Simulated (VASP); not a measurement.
Fe2Pt:

```
Fe Pt
1.0
     2.61760    0.00000    0.00000
    -1.30880    2.26691    0.00000
     0.00000    0.00000    6.27685
Fe Pt
2 1
Direct
  0.33333 0.66667 0.64454
  0.66667 0.33333 0.35546
  0.00000 0.00000 0.00000
```

* Program: VASP 6.6.1
* Task: relaxation of cell and atoms
* Functional: PBE
* Potentials or basis: VASP PAW PBE potentials, release 64 (Fe, Pt)
* Cutoff: 600 eV
* k mesh: 12 × 12 × 4
* Occupations: gaussian, width 0.1 eV
* Spin: collinear spin, ferromagnetic start
* Starting moments: [2.92, 2.92, 0.3] μB

At the start: pressure 21.2 GPa; volume 12.42 Å³/atom.

Problem. Where does the relaxation end?

Solution. Over 8 steps the energy falls by 103.9 meV/atom and the volume is 13.60 Å³/atom (+9.6 %); space group P-3m1 (No. 164, to 0.1 Å) before and after; moment 5.92 μB per cell.

Step by step:
| step | energy change (eV) | largest force (eV/Å) | pressure (GPa) | volume (Å³) |
| --- | --- | --- | --- | --- |
| 1 | 0.0000 | 0.7761 | 21.16 | 37.25 |
| 2 | 0.0871 | 0.0654 | -18.47 | 46.75 |
| 3 | -0.2711 | 0.2899 | -2.34 | 41.24 |
| 4 | -0.2714 | 0.3003 | -1.95 | 41.14 |
| 5 | -0.3093 | 0.0887 | 0.05 | 40.74 |
| 6 | -0.3112 | 0.0312 | 0.71 | 40.63 |
| 7 | -0.3114 | 0.0039 | -0.61 | 40.94 |
| 8 | -0.3116 | 0.0151 | -0.05 | 40.81 |

Final structure:
```cif
data_structure
_symmetry_space_group_name_H-M 'P 1'
_symmetry_Int_Tables_number 1
_cell_length_a 2.7616
_cell_length_b 2.7616
_cell_length_c 6.1787
_cell_angle_alpha 90.000
_cell_angle_beta 90.000
_cell_angle_gamma 120.000
_cell_volume 40.81
loop_
_atom_site_label
_atom_site_type_symbol
_atom_site_fract_x
_atom_site_fract_y
_atom_site_fract_z
_atom_site_occupancy
Fe1 Fe 0.33333 0.66667 0.65036 1
Fe2 Fe 0.66667 0.33333 0.34964 1
Pt1 Pt 0.00000 0.00000 0.00000 1
```
